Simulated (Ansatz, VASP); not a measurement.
## Two plane-wave programs on CdSeS4

```xyz
6
Lattice="5.0340 0.0000 0.0000 0.0000 5.0340 0.0000 0.0000 0.0000 5.0572" Properties=species:S:1:pos:R:3 pbc="T T T"
Cd    2.5170    2.5170    2.5286
Se    0.0000    0.0000    0.0000
S     2.5170    0.0000    3.9509
S     0.0000    2.5170    1.1063
S     2.5170    0.0000    1.1063
S     0.0000    2.5170    3.9509
```

Change from the starting cell: species swapped into the Na4TeSe type (P4/mmm, No. 123).

Alike in both runs: task relaxation of cell and atoms; functional PBE; k mesh 8 × 8 × 8; occupations gaussian, width 0.1 eV; no spin polarisation.

|  | VASP | Ansatz |
| --- | --- | --- |
| version | VASP 6.6.1 | Ansatz 0.2.0 |
| potentials or method | VASP PAW PBE potentials, release 64 (Cd, Se, S), cutoff 600 eV | scalar-relativistic, plane waves, PAW |
| valence electrons in the cell | 42 | 60 |

```tsv
	VASP	Ansatz	Ansatz less VASP
gap on the k mesh at the Fermi level, each at its own relaxed structure (eV)	none	none	-
relaxed volume (Å³/atom)	22.24	22.20	-0.034
relaxed length of the cell vector where the two differ most in proportion (Å)	5.167	5.163	-0.0033
```

A gap of «none» marks a metal or a gap that the smearing closes. VASP's potentials hold 42 valence electrons a cell and Ansatz's 60, so a difference there can come from the potentials and not from the codes.
